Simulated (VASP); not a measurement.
A run of VASP 6.6.1 is set up as follows.

The input INCAR:

```
SYSTEM = BAs
  PREC = Accurate
  ENCUT = 520
  EDIFF = 1E-6
  ISMEAR = 0
  SIGMA = 0.05
  LREAL = .FALSE.
  LASPH = .TRUE.
  NELM = 80
  ALGO = Normal
  ISIF = 2
  LWAVE = .FALSE.
  LCHARG = .FALSE.
  GGA = PE
  NBANDS = 11
```

The input KPOINTS:

```
Automatic mesh
0
G
  12 12 12
  0 0 0
```

File POSCAR:

```
BAs
1.0
    0.0000000000      2.6120242285      2.0373788982
    2.6120242285      0.0000000000      2.0373788982
    2.6120242285      2.6120242285      0.0000000000
B As
1 1
Direct
    0.0000000000      0.0000000000      0.0000000000
    0.7500000000      0.7500000000      0.7500000000
```

Potentials or basis: VASP PAW PBE potentials, release 64 (B, As).

Launch:

```bash
$ cat potpaw_PBE.64/B/POTCAR potpaw_PBE.64/As/POTCAR > POTCAR
$ mpirun -np 1 vasp_std > vasp.out
```

(1) What does it give for the pressure?

(2) What does it give for the band gap on the k mesh?

Results:

(1) -1.0 GPa.

(2) zero (band 4 reaches 7.17 eV, above the bottom of band 5 at 5.18 eV).
